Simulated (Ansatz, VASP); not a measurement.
# One calculation of Be3CdO4, two programs

```
CELL_PARAMETERS angstrom
4.78142 0.00000 0.00000
0.00000 4.78142 0.00000
0.00000 0.00000 4.78142
ATOMIC_POSITIONS crystal
Be 0.00000 0.00000 0.50000
Be 0.00000 0.50000 0.00000
Be 0.50000 0.00000 0.00000
Cd 0.00000 0.00000 0.00000
O 0.20900 0.20900 0.20900
O 0.20900 0.79100 0.79100
O 0.79100 0.20900 0.79100
O 0.79100 0.79100 0.20900
```

Change from the starting cell: species swapped into the Li3VS4 type (P-43m, No. 215).

Alike in both runs: task relaxation of cell and atoms; functional PBE; k mesh 3 × 3 × 3; occupations gaussian, width 0.15 eV; no spin polarisation.

|  | VASP | Ansatz |
| --- | --- | --- |
| version | VASP 6.6.1 | Ansatz 0.2.0 |
| potentials or method | VASP PAW PBE potentials, release 64 (Be, Cd_sv_GW, O), cutoff 700 eV | scalar-relativistic, plane waves, PAW |
| valence electrons in the cell | 50 | 50 |

|  | VASP | Ansatz | Ansatz less VASP |
| --- | --- | --- | --- |
| gap on the k mesh at the Fermi level, each at its own relaxed structure (eV) | 2.00 | 2.00 | 0.000 |
| relaxed volume (Å³/atom) | 11.57 | 11.73 | +0.165 |
| relaxed length of the cell vector where the two differ most in proportion (Å) | 4.523 | 4.545 | +0.0213 |

The k mesh is coarse, so the values compare programs but aren't converged. Noted on VASP's run: the volume moved by over 15 % at a fixed basis, so the end points are rough.
